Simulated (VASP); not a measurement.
Here is a VASP 6.6.1 calculation.

INCAR

```
PREC = Accurate
ENCUT = 600
EDIFF = 1E-6
ISMEAR = -1
SIGMA = 0.1
LREAL = F
LASPH = T
NELM = 200
ALGO = Normal
ISIF = 2
LWAVE = F
LCHARG = F
ISPIN = 2
MAGMOM = 0 0 4.5 4.5 4.5 4.5
LORBIT = 11
LMAXMIX = 4
GGA = PS
NBANDS = 40
GGA_COMPAT = F
```

Contents of KPOINTS:

```
regular mesh
0
Gamma
  7 7 7
```

Contents of POSCAR:

```
YFe2
1.0
    0.0000000000      3.5648138255      3.5648138255
    3.5648138255      0.0000000000      3.5648138255
    3.5648138255      3.5648138255      0.0000000000
Y Fe
2 4
Direct
    0.7500000000      0.7500000000      0.7500000000
    0.5000000000      0.5000000000      0.5000000000
    0.1250000000      0.1250000000      0.1250000000
    0.6250000000      0.1250000000      0.1250000000
    0.1250000000      0.6250000000      0.1250000000
    0.1250000000      0.1250000000      0.6250000000
```

Potentials or basis: VASP PAW PBE potentials, release 64 (Y_sv, Fe).

Launch:

```bash
$ cat potpaw_PBE.64/Y_sv/POTCAR potpaw_PBE.64/Fe/POTCAR > POTCAR
$ mpirun -np 1 vasp_std > vasp.out
```

Q: Predict the site moments.

A: Y -0.43; Fe +1.73 μB.

Q: Estimate the net moment.

A: 5.94 μB per cell.

Q: Estimate the pressure.

A: -0.2 GPa.

Caveat: the PAW data sets were made with another functional, which shifts forces and pressure a little.
